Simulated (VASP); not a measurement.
Runs of VASP 6.6.1 on V. The structure is that of space group Im-3m (No. 229), or close to it. The cells are those of the table. 

```tsv
task	cell	gap on the mesh (eV)	pressure (GPa)	moment (μB)
electric field gradients	a = 2.638 Å, angles 109.5°, 1 atom	none	-8.0	0.00
single point	a = 2.603 Å, angles 109.7, 109.7, 108.9°, 1 atom	none	-1.5	0.00
single point	a = 2.595 Å, angles 108.7, 108.7, 111.1°, 1 atom	none	(a)	0.00
single point	a = 2.612 Å, angles 109.2, 109.2, 110.0°, 1 atom	none	(b)	0.00
single point	a = 2.647 Å, angles 110.3°, 1 atom	none	-4.7	0.00
```

Alike in all rows: level PBE; potentials or basis VASP PAW PBE potentials, release 64 (V_sv); spin collinear, ferromagnetic start; k mesh 19 × 19 × 19; cutoff (eV) 520; smearing fermi-dirac 0.03 eV.

**Question.** Estimate the missing entries.

**Answer.** (a) 0.5; (b) -3.2.

A gap of «none» marks levels without a gap at the run's occupations.
